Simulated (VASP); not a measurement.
## Zn4HO4 (a cell with a defect): single point with PBEsol

Zn4HO4 (a cell with a defect):

```
CELL_PARAMETERS angstrom
5.51481 0.00000 0.00000
0.00000 5.51481 0.00000
0.00000 0.00000 3.24301
ATOMIC_POSITIONS crystal
Zn 0.18207 0.18207 0.50000
Zn 0.81793 0.81793 0.50000
Zn 0.68207 0.31793 0.00000
Zn 0.31793 0.68207 0.00000
O 0.81800 0.18200 0.50000
O 0.18200 0.81800 0.50000
O 0.68200 0.68200 0.00000
O 0.31800 0.31800 0.00000
H 0.00004 0.28200 0.40000
```

```json
{
 "Program": "VASP 6.6.1",
 "Task": "single point",
 "Functional": "PBEsol",
 "Potentials or basis": "VASP PAW PBE potentials, release 64 (Zn, O, H)",
 "Cutoff": "520 eV",
 "k mesh": "4 × 4 × 8",
 "Occupations": "gaussian, width 0.05 eV",
 "Spin": "no spin polarisation"
}
```

```json
{
 "Pressure": "15.7 GPa",
 "Largest force": "12.363 eV/Å"
}
```

Forces on the atoms (eV/Å):
```
Zn  10.663 -5.411  3.139
Zn   0.087 -0.821 -0.009
Zn  -1.032  0.772 -0.210
Zn  -0.049  0.019  0.003
O   -1.407 -0.183  0.165
O   -0.014  0.437  0.037
O    0.023 -0.041  0.010
O    0.593 -0.144 -0.209
H   -8.864  5.371 -2.926
```

Stress tensor (GPa, compression positive):
```
26.77 -8.67  5.07
-8.67  9.98 -3.13
 5.07 -3.13 10.39
```

Levels at points of the mesh, in eV from the Fermi level:
```tsv
k point	band 32	band 33	band 34	band 35	band 36	band 37	band 38	band 39	band 40	band 41
(0.00, 0.00, 0.00)	-3.86	-3.76	-3.19	-2.99	-2.83	-2.69	1.28	2.16	3.51	3.79
(0.50, 0.00, 0.00)	-4.47	-3.76	-3.43	-3.32	-3.19	-0.42	0.09	1.93	2.92	4.82
(0.00, 0.50, 0.00)	-4.24	-4.09	-3.78	-3.13	-3.02	-0.87	0.25	2.70	2.88	3.54
(0.50, 0.50, 0.00)	-4.17	-3.84	-3.65	-3.61	-3.55	-0.08	1.19	1.40	1.54	4.00
(0.00, 0.00, 0.50)	-4.98	-4.80	-4.57	-4.26	-4.17	0.98	2.64	3.72	4.66	4.87
(0.50, 0.00, 0.50)	-4.89	-4.70	-4.43	-4.01	-3.84	0.44	2.76	3.29	3.54	4.57
(0.00, 0.50, 0.50)	-4.74	-4.65	-4.34	-4.11	-3.88	0.88	2.74	3.03	3.61	4.08
(0.50, 0.50, 0.50)	-4.53	-4.25	-4.20	-4.12	-4.02	0.07	2.22	2.77	2.87	4.16
```

Wall time 2.1 min on 1 thread of Intel(R) Xeon(R) 6975P-C (Granite Rapids), on a shared host, peak memory 0.35 GiB.

Caveat: the PAW data sets were made with another functional, which shifts forces and pressure a little; an odd number of electrons without spin polarisation forces a metal; a magnetic or distorted state may lie lower.
